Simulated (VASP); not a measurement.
# MnS (F-43m) in VASP: further runs, part 3 of 3

VASP 6.6.1.

## (5) Single point, r2SCAN+U, collinear spin, ferromagnetic start

POSCAR

```
MnS
1.0
    0.0000000000      2.4734634191      2.4734634191
    2.4734634191      0.0000000000      2.4734634191
    2.4734634191      2.4734634191      0.0000000000
Mn S
1 1
Direct
    0.0000000000      0.0000000000      0.0000000000
    0.7500000000      0.7500000000      0.7500000000
```

INCAR.step1

```
ALGO = Normal ; EDIFF = 1E-4
ENCUT = 520 ; GGA = PE
ISMEAR = -1 ; ISPIN = 2
LASPH = T ; LCHARG = F
LDAU = T ; LDAUJ = 0 0
LDAUL = 2 -1 ; LDAUTYPE = 2
LDAUU = 5 0 ; LMAXMIX = 4
LREAL = F ; LWAVE = T
MAGMOM = 4 0 ; NBANDS = 20
NELM = 150 ; PREC = Accurate
SIGMA = 0.05
```

INCAR.step2

```
ALGO = Normal ; EDIFF = 1E-6
ENCUT = 520 ; ISIF = 2
ISMEAR = -1 ; ISPIN = 2
ISTART = 1 ; LASPH = T
LCHARG = F ; LDAU = T
LDAUJ = 0 0 ; LDAUL = 2 -1
LDAUPRINT = 1 ; LDAUTYPE = 2
LDAUU = 5 0 ; LMAXMIX = 4
LMIXTAU = T ; LORBIT = 11
LREAL = F ; LWAVE = F
MAGMOM = 4 0 ; METAGGA = R2SCAN
NBANDS = 20 ; NELM = 150
PREC = Accurate ; SIGMA = 0.05
```

KPOINTS

```
k-points
0
Gamma
  9 9 9
```

Potentials or basis: VASP PAW PBE potentials, release 64 (Mn_pv, S).

Run with:

```
$ cat potpaw_PBE.64/Mn_pv/POTCAR potpaw_PBE.64/S/POTCAR > POTCAR
$ cp INCAR.step1 INCAR
$ mpirun -np 1 vasp_std > vasp.out
$ cp INCAR.step2 INCAR
$ mpirun -np 1 vasp_std > vasp.out
```

OUTCAR:

```text
EDIFF = 1E-6
   ENCUT = 520
   ISIF = 2
   ISMEAR = -1
   ISPIN = 2
   ISTART = 1
   LASPH = T
   LORBIT = 11
   LREAL = F
   METAGGA = R2SCAN
   NELM = 150
   PREC = Accurate

 ion  position               nearest neighbor table
   1  0.000  0.000  0.000-   2 2.14   2 2.14   2 2.14   2 2.14
   2  0.750  0.750  0.750-   1 2.14   1 2.14   1 2.14   1 2.14

  LATTYP: Found a face centered cubic cell.
 ALAT       =     4.9469268382

  Lattice vectors:

 A1 = (   0.0000000000,   2.4734634191,   2.4734634191)
 A2 = (   2.4734634191,   0.0000000000,   2.4734634191)
 A3 = (   2.4734634191,   2.4734634191,   0.0000000000)

Analysis of symmetry for initial positions (statically):
=====================================================================
 Subroutine PRICEL returns:
 Original cell was already a primitive cell.

 Routine SETGRP: Setting up the symmetry group for a
 face centered cubic supercell.

 Subroutine GETGRP returns: Found 24 space group operations
 (whereof 24 operations were pure point group operations)
 out of a pool of 48 trial point group operations.

The static configuration has the point symmetry T_d .

Analysis of symmetry for dynamics (positions and initial velocities):
=====================================================================
 Subroutine PRICEL returns:
 Original cell was already a primitive cell.

 Routine SETGRP: Setting up the symmetry group for a
 face centered cubic supercell.

 Subroutine GETGRP returns: Found 24 space group operations
 (whereof 24 operations were pure point group operations)
 out of a pool of 48 trial point group operations.

The dynamic configuration has the point symmetry T_d .

Analysis of structural, dynamic, and magnetic symmetry:
=====================================================================
 Subroutine PRICEL returns:
 Original cell was already a primitive cell.

 Routine SETGRP: Setting up the symmetry group for a
 face centered cubic supercell.

 Subroutine GETGRP returns: Found 24 space group operations
 (whereof 24 operations were pure point group operations)
 out of a pool of 48 trial point group operations.

The overall configuration has the point symmetry T_d .

 Subroutine INISYM returns: Found 24 space group operations
 (whereof 24 operations are pure point group operations),
 and found     1 'primitive' translations

----------------------------------------------------------------------------------------

                                     Primitive cell

  volume of cell :      30.2654

  direct lattice vectors                    reciprocal lattice vectors
     0.000000000  2.473463419  2.473463419    -0.202145702  0.202145702  0.202145702
     2.473463419  0.000000000  2.473463419     0.202145702 -0.202145702  0.202145702
     2.473463419  2.473463419  0.000000000     0.202145702  0.202145702 -0.202145702

  length of vectors
     3.498005513  3.498005513  3.498005513     0.350126627  0.350126627  0.350126627
[... 112 lines left out ...]
   AEXX    =    0.0000 exact exchange contribution
   IVDW    =     0    specifies the selected vdW correction
   LEPSILON=     F    determine dielectric tensor
   LRPA    =     F    only Hartree local field effects (RPA)
 spin polarized calculation
  energy-cutoff  :      520.00
  volume of cell :       30.27
 maximum number of plane-waves:       869
 NGX is ok and might be reduce to    28
   NGX = 13   NGY = 13   NGZ = 13

atom =   1  type =  1  l = 2

 onsite density matrix

spin component  1

  0.9426  0.0000 -0.0000 -0.0000  0.0000
  0.0000  0.9426 -0.0000 -0.0000  0.0000
 -0.0000 -0.0000  0.9372  0.0000 -0.0000
 -0.0000 -0.0000  0.0000  0.9426  0.0000
  0.0000  0.0000 -0.0000  0.0000  0.9372

spin component  2

  0.1063  0.0000 -0.0000 -0.0000 -0.0000
  0.0000  0.1063  0.0000 -0.0000  0.0000
 -0.0000  0.0000  0.0306 -0.0000  0.0000
 -0.0000 -0.0000 -0.0000  0.1063  0.0000
 -0.0000  0.0000  0.0000  0.0000  0.0306

 occupancies and eigenvectors

  o =  0.0306  v =  0.0000  0.0000  0.0000  0.0000  0.0000  0.0000 -0.0000 -0.1238 -0.0000  0.9923      0.0000  0.0000  0.0000  0.0000  0.0000  0.0000  0.0000  0.0000  0.0000  0.0000
  o =  0.0306  v =  0.0000  0.0000  0.0000  0.0000  0.0000 -0.0000 -0.0000 -0.9923 -0.0000 -0.1238      0.0000  0.0000  0.0000  0.0000  0.0000  0.0000  0.0000  0.0000  0.0000  0.0000
  o =  0.1063  v =  0.0000  0.0000  0.0000  0.0000  0.0000  0.0011 -0.9996  0.0000  0.0292 -0.0000      0.0000  0.0000  0.0000  0.0000  0.0000  0.0000  0.0000  0.0000  0.0000  0.0000
  o =  0.1063  v =  0.0000  0.0000  0.0000  0.0000  0.0000  1.0000  0.0011 -0.0000  0.0023 -0.0000      0.0000  0.0000  0.0000  0.0000  0.0000  0.0000  0.0000  0.0000  0.0000  0.0000
  o =  0.1063  v =  0.0000  0.0000  0.0000  0.0000  0.0000 -0.0024  0.0292 -0.0000  0.9996  0.0000      0.0000  0.0000  0.0000  0.0000  0.0000  0.0000  0.0000  0.0000  0.0000  0.0000
  o =  0.9372  v =  0.0000 -0.0000  0.1774  0.0000  0.9841  0.0000  0.0000  0.0000  0.0000  0.0000      0.0000  0.0000  0.0000  0.0000  0.0000  0.0000  0.0000  0.0000  0.0000  0.0000
  o =  0.9372  v =  0.0000  0.0000  0.9841  0.0000 -0.1774  0.0000  0.0000  0.0000  0.0000  0.0000      0.0000  0.0000  0.0000  0.0000  0.0000  0.0000  0.0000  0.0000  0.0000  0.0000
  o =  0.9426  v =  0.0000 -0.1230  0.0000 -0.9924  0.0000  0.0000  0.0000  0.0000  0.0000  0.0000      0.0000  0.0000  0.0000  0.0000  0.0000  0.0000  0.0000  0.0000  0.0000  0.0000
  o =  0.9426  v =  1.0000  0.0000  0.0000  0.0000  0.0000  0.0000  0.0000  0.0000  0.0000  0.0000      0.0000  0.0000  0.0000  0.0000  0.0000  0.0000  0.0000  0.0000  0.0000  0.0000
  o =  0.9426  v =  0.0000 -0.9924  0.0000  0.1230 -0.0000  0.0000  0.0000  0.0000  0.0000  0.0000      0.0000  0.0000  0.0000  0.0000  0.0000  0.0000  0.0000  0.0000  0.0000  0.0000

 number of electron      18.9999986 magnetization       4.8896405

 Free energy of the ion-electron system (eV)
  ---------------------------------------------------
  ext. energy  EPLUGINS =         0.00000000
  ---------------------------------------------------
  free energy    TOTEN  =       -21.18064061 eV

  energy without entropy =      -21.17719000  energy(sigma->0) =      -21.17891530

 E-fermi :   8.5825     XC(G=0): -11.7898

 val. band max:        8.5319295183   @ k =  -0.4444   0.4444   0.1111
 cond. band min:       8.5836581857   @ k =   0.1111   0.1111   0.0000
 fundamental gap:      0.0517286674
 Fermi energy:         8.5825433049

 spin component 1

 k-point     1 :       0.0000    0.0000    0.0000
  band No.  band energies     occupation
      1     -44.7557      1.00000
      2     -44.7557      1.00000
      3     -44.7556      1.00000
      4      -8.3313      1.00000
      5       0.1818      1.00000
      6       0.1818      1.00000
[... 1097 lines left out ...]
     19      26.6120      0.00000
     20      26.6120      0.00000

 [... further k-points ...]

------------------------ aborting loop because EDIFF is reached ----------------------------------------

  FORCE on cell =-STRESS in cart. coord.  units (eV):
  Direction    XX          YY          ZZ          XY          YZ          ZX
  --------------------------------------------------------------------------------------
  -------------------------------------------------------------------------------------
  Total       12.4948475     12.4948475     12.4948475      0.0000000     -0.0000000      0.0000000
  in kB      661.4470289    661.4470289    661.4470289      0.0000000     -0.0000000      0.0000000
  external PRESSURE =     661.4470289 kB  Pullay stress =       0.0000000 kB

 VOLUME and BASIS-vectors are now :
 -----------------------------------------------------------------------------
  energy-cutoff  :      520.00
  volume of cell :       30.27
      direct lattice vectors                 reciprocal lattice vectors
     0.000000000  2.473463419  2.473463419    -0.202145702  0.202145702  0.202145702
     2.473463419  0.000000000  2.473463419     0.202145702 -0.202145702  0.202145702
     2.473463419  2.473463419  0.000000000     0.202145702  0.202145702 -0.202145702

 POSITION                                       TOTAL-FORCE (eV/Angst)
 -----------------------------------------------------------------------------------
      0.00000      0.00000      0.00000         0.000000      0.000000      0.000000
      3.71020      3.71020      3.71020        -0.000000     -0.000000     -0.000000
 -----------------------------------------------------------------------------------
    total drift:                               -0.000012     -0.000012     -0.000012

  FREE ENERGIE OF THE ION-ELECTRON SYSTEM (eV)
  ---------------------------------------------------
  free  energy   TOTEN  =       -21.1806406075 eV

  energy  without entropy=      -21.1771899991  energy(sigma->0) =      -21.17891530

 total charge

# of ion       s       p       d       tot
------------------------------------------
    1        0.397   6.436   5.054  11.887
    2        1.323   2.728   0.000   4.051
--------------------------------------------------
tot          1.720   9.164   5.054  15.938

 magnetization (x)

# of ion       s       p       d       tot
------------------------------------------
    1        0.053   0.115   4.312   4.481
    2        0.005   0.042   0.000   0.047
--------------------------------------------------
tot          0.058   0.158   4.312   4.528
```

Run time: 82 s. Hardware: 1 thread of AMD EPYC 9R45 (Zen 5), shared host; peak memory 0.17 GiB.

What came out:

| Item | Value |
| --- | --- |
| Free energy | -21.1806 eV |
| Pressure | 66.1 GPa |
| Net moment | 4.89 μB per cell |
| Site moments | Mn +4.48; S +0.05 μB |
| Valence electrons inside the program's atomic spheres | Mn 11.89; S 4.05 |

Levels at points of the mesh, in eV from the Fermi level:
Spin up:
```
           k point  band 8  band 9  band 10  band 11  band 12  band 13  band 14  band 15  band 16  band 17
(0.00, 0.00, 0.00)   -6.29   -6.29     0.59     0.59     0.59     2.92     6.68     6.68     6.68    11.88
```
Spin down:
```csv
k point,band 3,band 4,band 5,band 6,band 7,band 8,band 9,band 10,band 11,band 12
"(0.00, 0.00, 0.00)",-47.24,-16.44,-4.24,-4.24,-4.24,2.78,2.78,3.99,6.23,6.23
```

Eigenvalues of the final occupation matrices:
| site | spin | trace | eigenvalues |
| --- | --- | --- | --- |
| site 1 d | 1 | 4.70 | 0.94 0.94 0.94 0.94 0.94 |
| site 1 d | 2 | 0.38 | 0.03 0.03 0.11 0.11 0.11 |

Caveat: the cell stands under pressure; the PAW data sets were made with another functional, which shifts forces and pressure a little; a cell with one magnetic atom can't hold antiferromagnetic order, which such compounds often take. The state reached can hang on the start; a lower one may exist.

## (6) Single point, r2SCAN+U, collinear spin, ferromagnetic start

POSCAR is that of step 5.

INCAR.step1

```
PREC     = Accurate       # precision mode
ENCUT    = 520            # plane-wave cutoff, eV
ISMEAR   = -1             # smearing method
SIGMA    = 0.05           # smearing width, eV
LREAL    = False          # projectors in reciprocal space
LASPH    = True           # aspherical terms in the spheres
NELM     = 150            # most SCF steps
ISPIN    = 2              # spin polarisation
MAGMOM   = 4 0            # initial moments
LMAXMIX  = 4              # l up to which the mixer works
LDAU     = True           # DFT+U
LDAUTYPE = 2            
LDAUL    = 2 -1           # shell
LDAUU    = 6 0            # U, eV
LDAUJ    = 0 0          
NBANDS   = 20             # bands
GGA      = PE             # functional
ALGO     = Normal         # electronic algorithm
EDIFF    = 1E-4           # SCF threshold, eV
LWAVE    = True           # write WAVECAR
LCHARG   = False          # write CHGCAR
```

INCAR.step2

```
PREC     = Accurate       # precision mode
ENCUT    = 520            # plane-wave cutoff, eV
EDIFF    = 1E-7           # SCF threshold, eV
ISMEAR   = -1             # smearing method
SIGMA    = 0.05           # smearing width, eV
LREAL    = False          # projectors in reciprocal space
LASPH    = True           # aspherical terms in the spheres
NELM     = 150            # most SCF steps
ALGO     = Normal         # electronic algorithm
ISIF     = 2              # what is computed and relaxed
LWAVE    = False          # write WAVECAR
LCHARG   = False          # write CHGCAR
ISPIN    = 2              # spin polarisation
MAGMOM   = 4 0            # initial moments
LORBIT   = 11             # projections on sites
LMAXMIX  = 4              # l up to which the mixer works
LDAU     = True           # DFT+U
LDAUTYPE = 2            
LDAUL    = 2 -1           # shell
LDAUU    = 6 0            # U, eV
LDAUJ    = 0 0          
LDAUPRINT= 1            
METAGGA  = R2SCAN         # meta-GGA
LMIXTAU  = True         
NBANDS   = 20             # bands
ISTART   = 1
```

KPOINTS

```
Automatic mesh
0
Gamma
  9 9 9
```

Potentials or basis: VASP PAW PBE potentials, release 64 (Mn_pv, S).

Run with:

```
$ cat potpaw_PBE.64/Mn_pv/POTCAR potpaw_PBE.64/S/POTCAR > POTCAR
$ cp INCAR.step1 INCAR
$ mpirun -np 1 vasp_std > vasp.out
$ cp INCAR.step2 INCAR
$ mpirun -np 1 vasp_std > vasp.out
```

It took 98 s on 1 thread of AMD EPYC 9R45 (Zen 5), shared host; peak memory 0.17 GiB.

The run converged. Its results:

| Property | Result |
| --- | --- |
| Free energy | -20.8825 eV |
| Pressure | 68.6 GPa |
| Net moment | 4.93 μB per cell |
| Site moments | Mn +4.54; S +0.04 μB |
| Valence electrons inside the program's atomic spheres | Mn 11.89; S 4.07 |

Levels at points of the mesh, in eV from the Fermi level:
Spin up:
```
           k point  band 8  band 9  band 10  band 11  band 12  band 13  band 14  band 15  band 16  band 17
(0.00, 0.00, 0.00)   -6.84   -6.84     0.32     0.32     0.32     2.81     6.57     6.57     6.57    11.66
```
Spin down:
| k point | band 5 | band 6 | band 7 | band 8 | band 9 | band 10 |
| --- | --- | --- | --- | --- | --- | --- |
| (0.00, 0.00, 0.00) | -4.21 | -4.21 | -4.21 | 3.07 | 3.07 | 3.88 |

Eigenvalues of the final occupation matrices:
```csv
site,spin,trace,eigenvalues
site 1 d,1,4.73,0.94 0.94 0.95 0.95 0.95
site 1 d,2,0.35,0.03 0.03 0.10 0.10 0.10
```

Caveat: the cell stands under pressure; the PAW data sets were made with another functional, which shifts forces and pressure a little; a cell with one magnetic atom can't hold antiferromagnetic order, which such compounds often take.

## (7) The runs side by side

| U | gap on the mesh (eV) | pressure (GPa) | moment (μB) |
| --- | --- | --- | --- |
| Mn d U = 2.0 eV | none | 47.9 | 4.32 |
| Mn d U = 3.0 eV | none | 55.9 | 4.61 |
| Mn d U = 4.0 eV | none | 60.4 | 4.72 |
| Mn d U = 5.0 eV | none | 66.1 | 4.89 |
| Mn d U = 6.0 eV | none | 68.6 | 4.93 |

Alike in all rows: task single point; level r2SCAN+U; potentials or basis VASP PAW PBE potentials, release 64 (Mn_pv, S); spin collinear, ferromagnetic start; cell as given; k mesh 9 × 9 × 9; cutoff (eV) 520; smearing fermi-dirac 0.05 eV.

Caveats: the cell stands under pressure; the PAW data sets were made with another functional, which shifts forces and pressure a little; a cell with one magnetic atom can't hold antiferromagnetic order, which such compounds often take.

Absolute energies hang on the potentials; compare differences alone.

The gap in the log of VASP goes by the Fermi energy; the results here count the filled bands.